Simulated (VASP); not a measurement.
Set up this calculation in VASP 6.6.1, as the native input.

| Property | Result |
| --- | --- |
| Task | single point |
| Functional | r2SCAN |
| Potentials or basis | VASP PAW PBE potentials, release 64 (Si, C) |
| Cutoff | 660 eV |
| k mesh | 9 × 9 × 4 |
| Occupations | gaussian, width 0.02 eV |
| Spin | no spin polarisation |
| Dipole correction | no |
| Further INCAR settings | ALGO = Normal; EDIFF = 1e-06; NBANDS = 26 |

SiC:

```
Si C
1.0
     3.07765    0.00000    0.00000
    -1.53883    2.66533    0.00000
     0.00000    0.00000   10.07622
Si C
4 4
Cartesian
  1.5388 0.8884 9.4499
  0.0000 1.7769 4.4118
  0.0000 0.0000 6.9314
  0.0000 0.0000 1.8933
  1.5388 0.8884 7.5552
  0.0000 1.7769 2.5170
  0.0000 0.0000 5.0428
  0.0000 0.0000 0.0046
```

The input as run:

POSCAR

```
SiC
1.0
    3.0776523347      0.0000000000      0.0000000000
   -1.5388261673      2.6653251059      0.0000000000
    0.0000000000      0.0000000000     10.0762240375
Si C
4 4
Direct
    0.6666666667      0.3333333333      0.9378406318
    0.3333333333      0.6666666667      0.4378406318
    0.0000000000      0.0000000000      0.6878967286
    0.0000000000      0.0000000000      0.1878967286
    0.6666666667      0.3333333333      0.7498007013
    0.3333333333      0.6666666667      0.2498007013
    0.0000000000      0.0000000000      0.5004609383
    0.0000000000      0.0000000000      0.0004609383
```

INCAR.step1

```
SYSTEM = SiC
ALGO = Normal
EDIFF = 1E-5
ENCUT = 660
GGA = PE
GGA_COMPAT = .False.
ISMEAR = 0
LASPH = .True.
LCHARG = .False.
LREAL = .False.
LWAVE = .True.
NBANDS = 26
NELM = 120
PREC = Accurate
SIGMA = 0.02
```

INCAR.step2

```
SYSTEM = SiC
ALGO = Normal
EDIFF = 1E-6
ENCUT = 660
GGA_COMPAT = .False.
ISIF = 2
ISMEAR = 0
ISTART = 1
LASPH = .True.
LCHARG = .False.
LMIXTAU = .True.
LREAL = .False.
LWAVE = .False.
METAGGA = R2SCAN
NBANDS = 26
NELM = 120
PREC = Accurate
SIGMA = 0.02
```

KPOINTS

```
k-points
0
Gamma
  9 9 4
  0 0 0
```

Potentials or basis: VASP PAW PBE potentials, release 64 (Si, C).

Run with:

```sh
$ cat potpaw_PBE.64/Si/POTCAR potpaw_PBE.64/C/POTCAR > POTCAR
$ cp INCAR.step1 INCAR
$ mpirun -np 1 vasp_std > vasp.out
$ cp INCAR.step2 INCAR
$ mpirun -np 1 vasp_std > vasp.out
```

Results of the run:

The pressure is -0.4 GPa and the band gap on the k mesh is 2.73 eV (least direct gap 3.88 eV).

Caveat: the PAW data sets were made with another functional, which shifts forces and pressure a little.

Wall time 12 min on 1 thread of Oxide Virtual Turin-like Processor, on a shared host, peak memory 0.27 GiB.
